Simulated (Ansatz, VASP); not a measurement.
## One calculation of ZnS, two programs

POSCAR

```
ZnS
1.0
    3.8906929190      0.0000000000      0.0000000000
   -1.9453464595      3.2956170835      0.0000000000
    0.0000000000      0.0000000000      6.2439930788
Zn S
2 2
Direct
    0.3334357879      0.6668715758     -0.0006210166
    0.6665642121      0.3331284242      0.4993789834
    0.3304266206      0.6608532412      0.3756210166
    0.6695733794      0.3391467588      0.8756210166
```

The input INCAR.step1:

```
PREC = Accurate
ENCUT = 550
ISMEAR = 0
SIGMA = 0.01
LREAL = False
LASPH = True
NELM = 120
NBANDS = 26
GGA = PE
ALGO = Normal
EDIFF = 1E-5
LWAVE = True
LCHARG = False
GGA_COMPAT = False
```

Contents of INCAR.step2:

```
PREC = Accurate
ENCUT = 550
EDIFF = 1E-6
ISMEAR = 0
SIGMA = 0.01
LREAL = False
LASPH = True
NELM = 120
ALGO = Normal
ISIF = 2
LWAVE = False
LCHARG = True
METAGGA = R2SCAN
LMIXTAU = True
LELF = True
LVHAR = True
NBANDS = 26
ISTART = 1
GGA_COMPAT = False
```

Contents of KPOINTS:

```
Automatic mesh
0
Gamma
  12 12 4
```

Input for Ansatz:

```yaml
crystal:
  lattice:
    - [3.890692919, 0.0, 0.0]
    - [-1.9453464595, 3.2956170835, 0.0]
    - [0.0, 0.0, 6.2439930788]
  atoms:
    - { symbol: Zn, position: [0.3334357879, 0.6668715758, -0.0006210166] }
    - { symbol: Zn, position: [0.6665642121, 0.3331284242, 0.4993789834] }
    - { symbol: S, position: [0.3304266206, 0.6608532412, 0.3756210166] }
    - { symbol: S, position: [0.6695733794, 0.3391467588, 0.8756210166] }
kpoints:
  mp_grid: { grid: [12, 12, 4] }
  band_path:
    path:
      - [0.0, 0.0, 0.0]
      - [0.5, 0.0, 0.0]
      - [0.3333333333, 0.3333333333, 0.0]
      - [0.0, 0.0, 0.5]
      - [0.5, 0.0, 0.5]
      - [0.3333333333, 0.3333333333, 0.5]
    npoints: 1
hamiltonian:
  xc: r2scan
scf:
  occupations: { method: fixed }
  n_extra_bands: 5
output:
  forces: true
  stress: true
  eigenvalues: true
  write_density: true
  write_potential: true
  elf: true
  volumetric_format: npy
```

Change from the starting cell: uniaxial_x strain +2.2%.

Alike in both runs: task single point; functional r2SCAN; k mesh 12 × 12 × 4; no spin polarisation.

```csv
,VASP,Ansatz
version,VASP 6.6.1,Ansatz 0.2.0
potentials or method,"VASP PAW PBE potentials, release 64 (Zn, S)","plane waves, PAW"
plane-wave cutoff (eV),550,500
occupations,"gaussian, width 0.01 eV",fixed
valence electrons in the cell,36,36
```

```tsv
	VASP	Ansatz	Ansatz less VASP
gap on the k mesh at the Fermi level (eV)	2.67	2.66	-0.008
pressure (GPa)	-1.5	-1.6	-0.06
traceless stress, the component that is largest in VASP (GPa)	-1.12	-1.09	+0.034
```

VASP's potentials were made for PBE, not for r2SCAN.
